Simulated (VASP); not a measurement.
A run of VASP 6.6.1:

Contents of POSCAR:

```
Ga4AsN3
1.0
    4.8944325075      0.0000000000      0.0000000000
    0.0000000000      4.8944325075      0.0000000000
    0.0000000000      0.0000000000      4.8944325075
N Ga As
3 4 1
Direct
    0.5000000000      0.0000000000      0.0000000000
    0.0000000000      0.5000000000      0.0000000000
    0.0000000000      0.0000000000      0.5000000000
    0.2269913527      0.7730086473      0.7730086473
    0.7730086473      0.2269913527      0.7730086473
    0.7730086473      0.7730086473      0.2269913527
    0.2269913527      0.2269913527      0.2269913527
    0.5000000000      0.5000000000      0.5000000000
```

File INCAR.step1:

```
  PREC = Accurate
  ENCUT = 520
  ISMEAR = -1
  SIGMA = 0.02
  LREAL = False
  LASPH = True
  NELM = 100
  NBANDS = 46
  GGA = PE
  ALGO = Normal
  EDIFF = 1E-4
  LWAVE = True
  LCHARG = False
```

The input INCAR.step2:

```
  PREC = Accurate
  ENCUT = 520
  EDIFF = 1E-7
  ISMEAR = -1
  SIGMA = 0.02
  LREAL = False
  LASPH = True
  NELM = 100
  ALGO = Normal
  ISIF = 2
  LWAVE = False
  LCHARG = True
  METAGGA = R2SCAN
  LMIXTAU = True
  LELF = True
  LVHAR = True
  NBANDS = 46
  ISTART = 1
```

The input KPOINTS:

```
Automatic mesh
0
Gamma
  4 4 4
```

Potentials or basis: VASP PAW PBE potentials, release 64 (N, Ga_d, As).

The run is started by

```console
$ cat potpaw_PBE.64/N/POTCAR potpaw_PBE.64/Ga_d/POTCAR potpaw_PBE.64/As/POTCAR > POTCAR
$ cp INCAR.step1 INCAR
$ mpirun -np 1 vasp_std > vasp.out
$ cp INCAR.step2 INCAR
$ mpirun -np 1 vasp_std > vasp.out
```

Hardware: 1 thread of Intel(R) Xeon(R) Platinum 8375C CPU @ 2.90GHz (Ice Lake), with other jobs on the host.

**Question.** How long does it take, and how much memory?

**Answer.** It took 2.4 min on 1 thread of Intel(R) Xeon(R) Platinum 8375C CPU @ 2.90GHz (Ice Lake), with other jobs on the host, peak memory 0.24 GiB. Counts: k points 10.
